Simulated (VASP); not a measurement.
# Co (P-3m1) in VASP: a series of runs

Runs on Co. Level: PBEsol. Tasks: single point.

Program: VASP 6.6.1. These are calculated values, not measurements. Logs are shortened: lines on timing, memory, paths and dates and some standing lists are left out, and cuts for length are marked.

### Step 1. The cell of the first run

The structure is trigonal, space group P-3m1 (No. 164). Conventional cell: a = 2.504 Å, b = 2.504 Å, c = 4.090 Å, α = 90.00°, β = 90.00°, γ = 120.00°. Co (site symmetry 3m) has 12 Co at 2.44 to 2.57 Å within 3.2 Å.

### Step 2. Single point, PBEsol, collinear spin, ferromagnetic start

File INCAR:

```
PREC = Accurate
ENCUT = 600
EDIFF = 1E-6
ISMEAR = -1
SIGMA = 0.05
LREAL = False
LASPH = True
NELM = 200
ALGO = Normal
ISIF = 2
LWAVE = False
LCHARG = False
ISPIN = 2
MAGMOM = 2 2
LORBIT = 11
LMAXMIX = 4
GGA = PS
NBANDS = 28
GGA_COMPAT = False
```

File KPOINTS:

```
Automatic mesh
0
Gamma
  12 12 7
```

File POSCAR:

```
Co
1.0
    2.5038379689      0.0000000000      0.0000000000
   -1.2519189845      2.1683872881      0.0000000000
    0.0000000000      0.0000000000      4.0901994896
Co
2
Direct
    0.3333333333      0.6666666667      0.7401390000
    0.6666666667      0.3333333333      0.2598610000
```

Potentials or basis: VASP PAW PBE potentials, release 64 (Co_sv).

Launch:

```sh
cat potpaw_PBE.64/Co_sv/POTCAR > POTCAR
mpirun -np 1 vasp_std > vasp.out
```

OUTCAR:

```text
PREC = Accurate
   ENCUT = 600
   EDIFF = 1E-6
   ISMEAR = -1
   LREAL = False
   LASPH = True
   NELM = 200
   ISIF = 2
   ISPIN = 2
   LORBIT = 11
   GGA = PS

 ion  position               nearest neighbor table
   1  0.333  0.667  0.740-   2 2.44   2 2.44   2 2.44
   2  0.667  0.333  0.260-   1 2.44   1 2.44   1 2.44

  LATTYP: Found a hexagonal cell.
 ALAT       =     2.5038379689
 C/A-ratio  =     1.6335719565

  Lattice vectors:

 A1 = (   2.5038379689,   0.0000000000,   0.0000000000)
 A2 = (  -1.2519189845,   2.1683872881,   0.0000000000)
 A3 = (   0.0000000000,   0.0000000000,   4.0901994896)

Analysis of symmetry for initial positions (statically):
=====================================================================
 Subroutine PRICEL returns:
 Original cell was already a primitive cell.

 Routine SETGRP: Setting up the symmetry group for a
 hexagonal supercell.

 Subroutine GETGRP returns: Found 12 space group operations
 (whereof 12 operations were pure point group operations)
 out of a pool of 24 trial point group operations.

The static configuration has the point symmetry D_3d.

Analysis of symmetry for dynamics (positions and initial velocities):
=====================================================================
 Subroutine PRICEL returns:
 Original cell was already a primitive cell.

 Routine SETGRP: Setting up the symmetry group for a
 hexagonal supercell.

 Subroutine GETGRP returns: Found 12 space group operations
 (whereof 12 operations were pure point group operations)
 out of a pool of 24 trial point group operations.

The dynamic configuration has the point symmetry D_3d.

Analysis of structural, dynamic, and magnetic symmetry:
=====================================================================
 Subroutine PRICEL returns:
 Original cell was already a primitive cell.

 Routine SETGRP: Setting up the symmetry group for a
 hexagonal supercell.

 Subroutine GETGRP returns: Found 12 space group operations
 (whereof 12 operations were pure point group operations)
 out of a pool of 24 trial point group operations.

The overall configuration has the point symmetry D_3d.

 Subroutine INISYM returns: Found 12 space group operations
 (whereof 12 operations are pure point group operations),
 and found     1 'primitive' translations

----------------------------------------------------------------------------------------

                                     Primitive cell

  volume of cell :      22.2069

  direct lattice vectors                    reciprocal lattice vectors
     2.503837969  0.000000000  0.000000000     0.399386866  0.230586115  0.000000000
    -1.251918985  2.168387288  0.000000000     0.000000000  0.461172229  0.000000000
     0.000000000  0.000000000  4.090199490     0.000000000  0.000000000  0.244486853

  length of vectors
     2.503837969  2.503837969  4.090199490     0.461172229  0.461172229  0.244486853

  position of ions in fractional coordinates (direct lattice)
     0.333333333  0.666666667  0.740139000
     0.666666667  0.333333333  0.259861000

  ion indices of the primitive-cell ions
   primitive index   ion index
                 1           1
                 2           2

----------------------------------------------------------------------------------------

 KPOINTS: Automatic mesh

Automatic generation of k-mesh.
 Grid dimensions read from file:
 generate k-points for:   12   12    7

 Generating k-lattice:

  Cartesian coordinates                     Fractional coordinates (reciprocal lattice)
     0.033282239  0.019215510  0.000000000     0.083333333  0.000000000  0.000000000
     0.000000000  0.038431019  0.000000000     0.000000000  0.083333333  0.000000000
     0.000000000  0.000000000  0.034926693     0.000000000  0.000000000  0.142857143

  Length of vectors
     0.038431019  0.038431019  0.034926693

  Shift w.r.t. Gamma in fractional coordinates (k-lattice)
     0.000000000  0.000000000  0.000000000

 Subroutine IBZKPT returns following result:
 ===========================================

 Found    112 irreducible k-points:

 Following reciprocal coordinates:
            Coordinates               Weight
  0.000000  0.000000  0.000000      1.000000
  0.083333  0.000000  0.000000      6.000000
  0.166667  0.000000  0.000000      6.000000
  0.250000  0.000000  0.000000      6.000000
  0.333333  0.000000  0.000000      6.000000
  0.416667  0.000000  0.000000      6.000000
[... 16 lines left out ...]
  0.166667  0.000000  0.142857      6.000000
  0.000000  0.166667  0.142857      6.000000
 [... further k-points ...]
   k-points           NKPTS =    112   k-points in BZ     NKDIM =    112   number of bands    NBANDS=     28
   number of dos      NEDOS =    301   number of ions     NIONS =      2
   total plane-waves  NPLWV =  14400
   dimension x,y,z NGX =    20 NGY =   20 NGZ =   36
   dimension x,y,z NGXF=    40 NGYF=   40 NGZF=   72
   ions per type =               2
   NGX,Y,Z   is equivalent  to a cutoff of  13.28, 13.28, 14.63 a.u.
   NGXF,Y,Z  is equivalent  to a cutoff of  26.56, 26.56, 29.26 a.u.
 SYSTEM =  unknown system
   PREC   = accura    normal or accurate (medium, high low for compatibility)
   ISTART =      0    job   : 0-new  1-cont  2-samecut
   ICHARG =      2    charge: 1-file 2-atom 10-const
   ISPIN  =      2    spin polarized calculation?
   LNONCOLLINEAR =      F non collinear calculations
   LSORBIT =      F    spin-orbit coupling
   LASPH  =      T    aspherical Exc in radial PAW
   ENCUT  =  600.0 eV  44.10 Ry    6.64 a.u.   5.00  5.00  8.17*2*pi/ulx,y,z
   NELM   =    200;   NELMIN=  2; NELMDL= -5     # of ELM steps
   EDIFF  = 0.1E-05   stopping-criterion for ELM
   LREAL  =      F    real-space projection
   EDIFFG = 0.1E-04   stopping-criterion for IOM
   NSW    =      0    number of steps for IOM
   IBRION =     -1    ionic relax: 0-MD 1-quasi-New 2-CG
   NFREE  =      0    steps in history (QN), initial steepest desc. (CG)
   ISIF   =      2    stress and relaxation
   ISYM   =      2    0-nonsym 1-usesym 2-fastsym
   POTIM  = 0.5000    time-step for ionic-motion
   TEBEG  =    0.0;   TEEND  =   0.0 temperature during run
   PSTRESS=    0.0 pullay stress
   NELECT =      34.0000    total number of electrons
   NUPDOWN=      -1.0000    fix difference up-down
   EMIN   =  10.00;   EMAX   =-10.00  energy-range for DOS
   EFERMI =   0.00;   METHOD = LEGACY
   ISMEAR =    -1;   SIGMA  =   0.05  broadening in eV -4-tet -1-fermi 0-gaus
   EFERMI_NEDOS =   21; number of points for ismear=-14 and -15
   IALGO  =     38    algorithm
   IMIX   =      4    mixing-type and parameters
     AMIX     =   0.40;   BMIX     =  1.00
     AMIX_MAG =   1.60;   BMIX_MAG =  1.00
  volume/ion in A,a.u.               =      11.10        74.93
  Fermi-wavevector in a.u.,A,eV,Ry     =   1.886855  3.565640 48.439778  3.560223
  Thomas-Fermi vector in A             =   2.929026
   LORBIT       =     11    0 simple, 1 ext, 2 COOP (PROOUT), +10 PAW based schemes
   GGA     = PS    functional components
   LHFCALC =     F    Hartree Fock is set to
   AEXX    =    0.0000 exact exchange contribution
   IVDW    =     0    specifies the selected vdW correction
   LEPSILON=     F    determine dielectric tensor
   LRPA    =     F    only Hartree local field effects (RPA)
 spin polarized calculation
  energy-cutoff  :      600.00
  volume of cell :       22.21
 maximum number of plane-waves:       762
   NGX =  9   NGY =  9   NGZ = 17

 number of electron      34.0000004 magnetization       3.2957167

 Free energy of the ion-electron system (eV)
  ---------------------------------------------------
  ext. energy  EPLUGINS =         0.00000000
  ---------------------------------------------------
  free energy    TOTEN  =       -15.54421659 eV

  energy without entropy =      -15.52924494  energy(sigma->0) =      -15.53673076

 E-fermi :  11.4951     XC(G=0): -13.9480

 val. band max:       11.4929658288   @ k =   0.0000   0.0833   0.1429
 cond. band min:      11.5050332523   @ k =   0.0833   0.0833   0.1429
 fundamental gap:      0.0120674235
 Fermi energy:        11.4951069983

 spin component 1

 k-point     1 :       0.0000    0.0000    0.0000
  band No.  band energies     occupation
      1     -84.3033      1.00000
      2     -84.2508      1.00000
      3     -47.8180      1.00000
      4     -47.5477      1.00000
      5     -47.5477      1.00000
      6     -47.5123      1.00000
[... 20 lines left out ...]
     27      36.8800      0.00000
     28      36.8800      0.00000

 k-point     2 :       0.0833    0.0000    0.0000
  band No.  band energies     occupation
      1     -84.3003      1.00000
      2     -84.2494      1.00000
      3     -47.8118      1.00000
      4     -47.5645      1.00000
      5     -47.5528      1.00000
      6     -47.5192      1.00000
[... 674 lines left out ...]
 k-point    24 :       0.0000    0.1667    0.1429
  band No.  band energies     occupation
      1     -84.2900      1.00000
      2     -84.2477      1.00000
      3     -47.7836      1.00000
      4     -47.6027      1.00000
      5     -47.5723      1.00000
      6     -47.5637      1.00000
[... 20 lines left out ...]
     27      37.3435      0.00000
     28      38.2928      0.00000

 [... further k-points ...]

 spin component 2

 k-point     1 :       0.0000    0.0000    0.0000
  band No.  band energies     occupation
      1     -82.2234      1.00000
      2     -82.1669      1.00000
      3     -45.8054      1.00000
      4     -45.5163      1.00000
      5     -45.5163      1.00000
      6     -45.4718      1.00000
[... 20 lines left out ...]
     27      37.2568      0.00000
     28      37.2568      0.00000

 k-point     2 :       0.0833    0.0000    0.0000
  band No.  band energies     occupation
      1     -82.2202      1.00000
      2     -82.1654      1.00000
      3     -45.7985      1.00000
      4     -45.5343      1.00000
      5     -45.5217      1.00000
      6     -45.4857      1.00000
[... 674 lines left out ...]
 k-point    24 :       0.0000    0.1667    0.1429
  band No.  band energies     occupation
      1     -82.2090      1.00000
      2     -82.1636      1.00000
      3     -45.7676      1.00000
      4     -45.5759      1.00000
      5     -45.5425      1.00000
      6     -45.5336      1.00000
[... 20 lines left out ...]
     27      37.5973      0.00000
     28      38.6196      0.00000

 [... further k-points ...]
[... 5 lines left out ...]
  --------------------------------------------------------------------------------------
  -------------------------------------------------------------------------------------
  Total       -2.1718158     -2.1718158     -2.5423380      0.0000000      0.0000000     -0.0000000
  in kB     -156.6917066   -156.6917067   -183.4240639      0.0000000      0.0000000     -0.0000000
  external PRESSURE =    -165.6024924 kB  Pullay stress =       0.0000000 kB

 VOLUME and BASIS-vectors are now :
 -----------------------------------------------------------------------------
  energy-cutoff  :      600.00
  volume of cell :       22.21
      direct lattice vectors                 reciprocal lattice vectors
     2.503837969  0.000000000  0.000000000     0.399386866  0.230586115  0.000000000
    -1.251918985  2.168387288  0.000000000     0.000000000  0.461172229  0.000000000
     0.000000000  0.000000000  4.090199490     0.000000000  0.000000000  0.244486853

 POSITION                                       TOTAL-FORCE (eV/Angst)
 -----------------------------------------------------------------------------------
     -0.00000      1.44559      3.02732         0.000000     -0.000000      0.375587
      1.25192      0.72280      1.06288        -0.000000      0.000000     -0.375587
 -----------------------------------------------------------------------------------
    total drift:                               -0.000000      0.000000      0.000000

  FREE ENERGIE OF THE ION-ELECTRON SYSTEM (eV)
  ---------------------------------------------------
  free  energy   TOTEN  =       -15.5442165853 eV

  energy  without entropy=      -15.5292449358  energy(sigma->0) =      -15.53673076

 total charge

# of ion       s       p       d       tot
------------------------------------------
    1        2.244   6.114   6.677  15.035
    2        2.244   6.114   6.677  15.035
--------------------------------------------------
tot          4.487  12.229  13.354  30.070

 magnetization (x)

# of ion       s       p       d       tot
------------------------------------------
    1       -0.004  -0.014   1.728   1.711
    2       -0.004  -0.014   1.728   1.711
--------------------------------------------------
tot         -0.008  -0.027   3.457   3.421
```

Run time: 1.8 min. Hardware: 1 thread of Intel Xeon Platinum 8488C (Sapphire Rapids), shared host; peak memory 0.23 GiB.

Results:

- Free energy: -15.5442 eV
- Pressure: -16.6 GPa
- Largest force: 0.376 eV/Å
- Net moment: 3.30 μB per cell
- Site moments: Co +1.71 μB
- Valence electrons inside the program's atomic spheres: Co 15.04

Forces in eV/Å, atoms in the order of the input:
```
Co   0.000  0.000  0.376
Co   0.000  0.000 -0.376
```

Stress tensor (GPa, compression positive):
```
-15.67   0.00   0.00
  0.00 -15.67   0.00
  0.00   0.00 -18.34
```

Caveat: the cell stands under tension; the PAW data sets were made with another functional, which shifts forces and pressure a little.

### Step 3. Single point, PBEsol, collinear spin, ferromagnetic start

This run uses another cell than the first one, of 10.67 Å³/atom.

File INCAR:

```
ALGO = Normal
EDIFF = 1E-6
ENCUT = 600
GGA = PS
GGA_COMPAT = False
ISIF = 2
ISMEAR = -1
ISPIN = 2
LASPH = True
LCHARG = False
LMAXMIX = 4
LORBIT = 11
LREAL = False
LWAVE = False
MAGMOM = 2 2
NBANDS = 28
NELM = 200
PREC = Accurate
SIGMA = 0.05
```

File KPOINTS:

```
k-points
0
Gamma
  12 12 7
```

File POSCAR:

```
Co
1.0
    2.4706706468      0.0000000000      0.0000000000
   -1.2353353234      2.1396635445      0.0000000000
    0.0000000000      0.0000000000      4.0360182824
Co
2
Direct
    0.3333333333      0.6666666667      0.7401390000
    0.6666666667      0.3333333333      0.2598610000
```

Potentials or basis: VASP PAW PBE potentials, release 64 (Co_sv).

Launch:

```sh
cat potpaw_PBE.64/Co_sv/POTCAR > POTCAR
mpirun -np 1 vasp_std > vasp.out
```

Run time: 79 s. Hardware: 1 thread of Intel Xeon Platinum 8559C (Emerald Rapids), shared host; peak memory 0.22 GiB.

Results (log left out):

```yaml
Free_energy: -15.5957 eV
Pressure: -9.1 GPa
Largest_force: 0.511 eV/Å
Net_moment: 3.22 μB per cell
Site_moments: Co +1.67 μB
Valence_electrons_inside_the_program's_atomic_spheres: Co 15.06
```

Forces on the atoms (eV/Å):
```
Co   0.000  0.000  0.511
Co   0.000  0.000 -0.511
```

Stress tensor (GPa, compression positive):
```
 -8.06   0.00   0.00
  0.00  -8.06   0.00
  0.00   0.00 -11.10
```

Levels at points of the mesh, in eV from the Fermi level:
Spin up:
```tsv
k point	band 15	band 16	band 17	band 18	band 19	band 20	band 21	band 22	band 23	band 24
(0.00, 0.00, 0.00)	-2.34	-1.90	-1.90	-0.79	-0.79	-0.32	6.24	22.03	24.79	24.79
(0.50, 0.00, 0.00)	-2.24	-0.64	-0.61	-0.46	1.31	3.37	9.48	10.48	12.62	14.06
```
Spin down:
| k point | band 13 | band 14 | band 15 | band 16 | band 17 | band 18 |
| --- | --- | --- | --- | --- | --- | --- |
| (0.00, 0.00, 0.00) | -1.02 | -0.69 | -0.69 | -0.28 | -0.12 | -0.12 |
| (0.50, 0.00, 0.00) | -1.15 | -1.11 | -0.68 | 1.24 | 1.33 | 1.41 |

Caveat: the cell stands under tension; the PAW data sets were made with another functional, which shifts forces and pressure a little.

### Step 4. Single point, PBEsol, collinear spin, ferromagnetic start

This run uses another cell than the first one, of 11.54 Å³/atom.

File INCAR:

```
SYSTEM = Co
  PREC = Accurate
  ENCUT = 600
  EDIFF = 1E-6
  ISMEAR = -1
  SIGMA = 0.05
  LREAL = .False.
  LASPH = .True.
  NELM = 200
  ALGO = Normal
  ISIF = 2
  LWAVE = .False.
  LCHARG = .False.
  ISPIN = 2
  MAGMOM = 2 2
  LORBIT = 11
  LMAXMIX = 4
  GGA = PS
  NBANDS = 28
  GGA_COMPAT = .False.
```

File KPOINTS:

```
Automatic mesh
0
Gamma
  12 12 7
  0 0 0
```

File POSCAR:

```
Co
1.0
    2.5361491194      0.0000000000      0.0000000000
   -1.2680745597      2.1963695652      0.0000000000
    0.0000000000      0.0000000000      4.1429820789
Co
2
Direct
    0.3333333333      0.6666666667      0.7401390000
    0.6666666667      0.3333333333      0.2598610000
```

Launch:

```sh
cat potpaw_PBE.64/Co_sv/POTCAR > POTCAR
mpirun -np 1 vasp_std > vasp.out
```

It took 84 s on 1 thread of AMD EPYC 9R45 (Zen 5), shared host; peak memory 0.2 GiB.

Results (log left out):

| Item | Value |
| --- | --- |
| Free energy | -15.4556 eV |
| Pressure | -22.6 GPa |
| Largest force | 0.271 eV/Å |
| Net moment | 3.35 μB per cell |
| Site moments | Co +1.74 μB |
| Valence electrons inside the program's atomic spheres | Co 15.01 |

Forces in eV/Å, atoms in the order of the input:
```
Co   0.000  0.000  0.271
Co   0.000  0.000 -0.271
```

Stress tensor (GPa, compression positive):
```
-21.86   0.00   0.00
  0.00 -21.86   0.00
  0.00   0.00 -24.03
```

Levels at points of the mesh, in eV from the Fermi level:
Spin up:
```tsv
k point	band 16	band 17	band 18	band 19	band 20	band 21	band 22	band 23
(0.00, 0.00, 0.00)	-1.91	-1.91	-0.93	-0.93	-0.27	5.56	21.36	23.38
(0.50, 0.00, 0.00)	-0.80	-0.78	-0.63	1.08	2.95	8.87	9.75	11.89
```
Spin down:
| k point | band 11 | band 12 | band 13 | band 14 | band 15 | band 16 | band 17 | band 18 | band 19 | band 20 |
| --- | --- | --- | --- | --- | --- | --- | --- | --- | --- | --- |
| (0.00, 0.00, 0.00) | -0.97 | -0.86 | -0.86 | -0.57 | -0.57 | -0.26 | -0.06 | -0.06 | 1.01 | 1.01 |
| (0.50, 0.00, 0.00) | -3.00 | -1.75 | -0.98 | -0.96 | -0.58 | 1.15 | 1.23 | 1.30 | 2.37 | 3.99 |

Caveat: the cell stands under tension; the PAW data sets were made with another functional, which shifts forces and pressure a little.

### Step 5. The runs side by side

```csv
cell,gap on the mesh (eV),pressure (GPa),moment (μB),largest force (eV/Å)
"a = 2.504, b = 2.504, c = 4.090 Å, angles 90.0, 90.0, 120.0°, 2 atoms",none,-16.6,3.30,0.38
"a = 2.471, b = 2.471, c = 4.036 Å, angles 90.0, 90.0, 120.0°, 2 atoms",none,-9.1,3.22,0.51
"a = 2.536, b = 2.536, c = 4.143 Å, angles 90.0, 90.0, 120.0°, 2 atoms",none,-22.6,3.35,0.27
```

Alike in all rows: task single point; level PBEsol; potentials or basis VASP PAW PBE potentials, release 64 (Co_sv); spin collinear, ferromagnetic start; k mesh 12 × 12 × 7; cutoff (eV) 600; smearing fermi-dirac 0.05 eV.

Caveats: the cell stands under tension; the PAW data sets were made with another functional, which shifts forces and pressure a little.

Absolute energies hang on the potentials; compare differences alone.
